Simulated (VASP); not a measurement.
Crystal: Be.

```
CELL_PARAMETERS angstrom
3.91295 -2.76558 0.00000
3.91295 2.76558 0.00000
-1.61451 0.00000 3.26671
ATOMIC_POSITIONS crystal
Be 0.82600 0.82600 0.17400
Be 0.17400 0.17400 0.82600
Be 0.24800 0.24800 0.18600
Be 0.75200 0.75200 0.81400
Be 0.76910 0.30290 0.18100
Be 0.69710 0.23090 0.81900
Be 0.23090 0.69710 0.81900
Be 0.30290 0.76910 0.18100
```

- Program: VASP 6.6.1
- Task: relaxation of cell and atoms
- Functional: PBE
- Potentials or basis: VASP PAW PBE potentials, release 64 (Be)
- Cutoff: 600 eV
- k mesh: 4 × 4 × 6
- Occupations: gaussian, width 0.1 eV
- Spin: no spin polarisation

At the start: pressure 65.0 GPa; volume 8.84 Å³/atom.

Where does the relaxation end?

Over 72 steps the energy falls by 4334.6 meV/atom and the volume is 7.91 Å³/atom (-10.5 %); space group P6_3/mmc (No. 194, to 0.05 Å).

Step by step:
| step | energy change (eV) | largest force (eV/Å) | pressure (GPa) | volume (Å³) |
| --- | --- | --- | --- | --- |
| 1 | 0.0000 | 27.0397 | 64.97 | 70.70 |
| 3 | -28.7954 | 2.8115 | -0.29 | 106.01 |
| 5 | -29.3581 | 2.2408 | 2.20 | 104.02 |
| 7 | -30.3998 | 0.6971 | -2.13 | 106.51 |
| 9 | -30.6079 | 0.6907 | -0.81 | 103.84 |
| 11 | -30.9952 | 0.7803 | 4.04 | 95.23 |
| 13 | -31.1024 | 0.7937 | 1.63 | 96.72 |
| 15 | -31.1716 | 0.3700 | -1.69 | 99.80 |
| 17 | -31.2313 | 0.1975 | -0.21 | 96.73 |
| 19 | -31.2575 | 0.1725 | 0.08 | 95.25 |
| 21 | -31.3358 | 0.8499 | -1.20 | 89.51 |
| 23 | -31.3884 | 0.8904 | -1.52 | 88.17 |
| 25 | -31.6883 | 1.0316 | -2.48 | 82.01 |
| 27 | -25.6842 | 12.4654 | 54.92 | 55.47 |
| 29 | -31.7558 | 2.5551 | 12.28 | 64.43 |
| 31 | -31.8211 | 2.2911 | 9.83 | 65.76 |
| 33 | -31.8565 | 2.4164 | 10.96 | 64.93 |
| 35 | -31.9854 | 2.2430 | 9.78 | 65.24 |
| 37 | -32.4433 | 1.5300 | 5.02 | 66.65 |
| 39 | -32.7364 | 1.1339 | -6.98 | 72.30 |
| 41 | -32.9275 | 0.8365 | -3.83 | 70.02 |
| 43 | -33.3087 | 0.7006 | -1.68 | 66.83 |
| 45 | -33.3440 | 0.8631 | 0.88 | 64.98 |
| 47 | -33.6270 | 0.5161 | 0.95 | 63.11 |
| 49 | -33.7407 | 0.2774 | -0.40 | 63.50 |
| 51 | -33.7471 | 0.3060 | -0.55 | 63.59 |
| 53 | -33.9057 | 0.7136 | 0.10 | 63.23 |
| 55 | -34.0691 | 0.5563 | 0.68 | 63.14 |
| 57 | -34.1005 | 0.7364 | 1.06 | 63.09 |
| 59 | -34.1234 | 0.9404 | 1.72 | 63.01 |
| 61 | -34.1957 | 1.1569 | 1.68 | 63.37 |
| 63 | -34.4865 | 0.6188 | -1.30 | 64.52 |
| 65 | -34.5608 | 0.3882 | -2.99 | 65.36 |
| 67 | -34.6357 | 0.2473 | -0.03 | 63.48 |
| 69 | -34.6650 | 0.1593 | 1.03 | 62.75 |
| 71 | -34.6747 | 0.0672 | -0.49 | 63.49 |
| 72 | -34.6768 | 0.0384 | -0.12 | 63.31 |

Final structure:
```yaml
crystal:
  lattice:
    - [3.85943, -2.25535, 0.62765]
    - [3.85943, 2.25535, 0.62765]
    - [-0.57791, 0.00000, 3.54241]
  atoms:
    - { symbol: Be, position: [0.83254, 0.83254, 0.75039] }
    - { symbol: Be, position: [0.16746, 0.16746, 0.24961] }
    - { symbol: Be, position: [0.33390, 0.33390, 0.74820] }
    - { symbol: Be, position: [0.66610, 0.66610, 0.25180] }
    - { symbol: Be, position: [0.83402, 0.33234, 0.75117] }
    - { symbol: Be, position: [0.66766, 0.16598, 0.24883] }
    - { symbol: Be, position: [0.16598, 0.66766, 0.24883] }
    - { symbol: Be, position: [0.33234, 0.83402, 0.75117] }
```

Caveat: the k points lie up to 0.40 Å⁻¹ apart in the final cell.
